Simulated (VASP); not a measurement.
Ru, 2 atoms in the cell. The structure is hexagonal, space group P6_3/mmc (No. 194). Conventional cell: a = 2.676 Å, b = 2.676 Å, c = 4.225 Å, α = 90.00°, β = 90.00°, γ = 120.00°. Ru (site symmetry -6m2) has 12 Ru at 2.62 to 2.68 Å within 3.5 Å. 

- Program: VASP 6.6.1
- Task: vibrations by perturbation theory
- Functional: LDA
- Potentials or basis: VASP PAW LDA potentials, release 64 (Ru_pv)
- Cutoff: 520 eV
- k mesh: 18 × 18 × 8
- Occupations: fermi-dirac, width 0.15 eV
- Spin: no spin polarisation
- Dipole correction: no
- Further INCAR settings: ALGO = Normal; EDIFF = 1e-08; IBRION = 8; NSW = 1

Potentials or basis: VASP PAW LDA potentials, release 64 (Ru_pv).

Run with:

```console
$ cat potpaw_LDA.64/Ru_pv/POTCAR > POTCAR
$ mpirun -np 1 vasp_std > vasp.out
```

Hardware: 1 thread of Intel(R) Xeon(R) 6975P-C (Granite Rapids) (shared host).

Problem. Estimate the wall time of this run.

Solution. It took 6.7 min on 1 thread of Intel(R) Xeon(R) 6975P-C (Granite Rapids) (shared host), peak memory 0.75 GiB. Counts: scf iterations 64, k points 185.
